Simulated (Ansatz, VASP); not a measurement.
## One calculation of Ge, two programs

The input INCAR:

```
  PREC = Accurate
  ENCUT = 520
  EDIFF = 1E-6
  ISMEAR = 0
  SIGMA = 0.1
  LREAL = False
  LASPH = True
  NELM = 100
  ALGO = Normal
  ISIF = 2
  LWAVE = False
  LCHARG = False
  GGA = PE
  NBANDS = 51
```

Contents of KPOINTS:

```
Automatic mesh
0
Gamma
  4 4 4
```

POSCAR

```
Ge
1.0
    0.0000000000      3.9442847900      3.9442847900
    3.9442847900      0.0000000000      3.9442847900
    3.9442847900      3.9442847900      0.0000000000
Ge
6
Direct
    0.6250000000      0.6250000000      0.1250000000
    0.2500000000      0.2500000000      0.2500000000
    0.6250000000      0.6250000000      0.6250000000
    0.1250000000      0.6250000000      0.6250000000
    0.6250000000      0.1250000000      0.6250000000
    0.0000000000      0.0000000000      0.0000000000
```

Input for Ansatz:

```yaml
crystal:
  lattice:
    - [0.0, 3.94428479, 3.94428479]
    - [3.94428479, 0.0, 3.94428479]
    - [3.94428479, 3.94428479, 0.0]
  atoms:
    - { symbol: Ge, position: [0.625, 0.625, 0.125] }
    - { symbol: Ge, position: [0.25, 0.25, 0.25] }
    - { symbol: Ge, position: [0.625, 0.625, 0.625] }
    - { symbol: Ge, position: [0.125, 0.625, 0.625] }
    - { symbol: Ge, position: [0.625, 0.125, 0.625] }
    - { symbol: Ge, position: [0.0, 0.0, 0.0] }
basis:
  ecutwfc: 420
kpoints:
  mp_grid: { grid: [4, 4, 4] }
hamiltonian:
  xc: pbe
scf:
  occupations: { method: gaussian, width: 0.1 }
  lower_state_search: "off"
output:
  forces: true
  stress: true
  eigenvalues: true
```

Alike in both runs: task single point; functional PBE; k mesh 4 × 4 × 4; occupations gaussian, width 0.1 eV; no spin polarisation.

|  | VASP | Ansatz |
| --- | --- | --- |
| version | VASP 6.6.1 | Ansatz 0.2.0 |
| potentials or method | VASP PAW PBE potentials, release 64 (Ge_d), cutoff 520 eV | scalar-relativistic, plane waves, PAW |
| valence electrons in the cell | 84 | 84 |

|  | VASP | Ansatz | Ansatz less VASP |
| --- | --- | --- | --- |
| gap on the k mesh at the Fermi level (eV) | none | none | - |
| pressure (GPa) | -0.3 | -0.4 | -0.11 |

A gap of «none» marks a metal or a gap that the smearing closes.
